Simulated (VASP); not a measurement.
A run of VASP 6.6.1 is set up as follows.

The input INCAR:

```
SYSTEM = PbO2
  AGGAC = 0.0
  ALDAC = 0.0
  ALGO = Normal
  EDIFF = 1E-6
  ENCUT = 600
  GGA = PE
  GGA_COMPAT = .FALSE.
  ISIF = 2
  ISMEAR = -1
  LASPH = .TRUE.
  LCHARG = .FALSE.
  LNONCOLLINEAR = .TRUE.
  LORBIT = 11
  LORBMOM = .TRUE.
  LREAL = .FALSE.
  LSORBIT = .TRUE.
  LWAVE = .FALSE.
  MAGMOM = 0 0 0 0 0 0 0 0 0
  NBANDS = 39
  NELM = 200
  PREC = Accurate
  SIGMA = 0.15
```

File KPOINTS:

```
k-points
0
G
  9 9 9
  0 0 0
```

POSCAR

```
PbO2
1.0
    0.0000000000      2.5892756250      2.5892756250
    2.5892756250      0.0000000000      2.5892756250
    2.5892756250      2.5892756250      0.0000000000
Pb O
1 2
Direct
    0.0000000000      0.0000000000      0.0000000000
    0.7500000000      0.7500000000      0.7500000000
    0.2500000000      0.2500000000      0.2500000000
```

Potentials or basis: VASP PAW PBE potentials, release 64 (Pb_d, O).

Run with:

```bash
$ cat potpaw_PBE.64/Pb_d/POTCAR potpaw_PBE.64/O/POTCAR > POTCAR
$ mpirun -np 1 vasp_ncl > vasp.out
```

**Question.** Predict the pressure.

**Answer.** 46.3 GPa.

**Question.** Predict the net moment.

**Answer.** 0.00 μB per cell.

Moments on the atoms (μB; x, y, z):
```
Pb  0.00 0.00 0.00
O   0.00 0.00 0.00
O   0.00 0.00 0.00
```

Caveat: the cell stands under pressure.
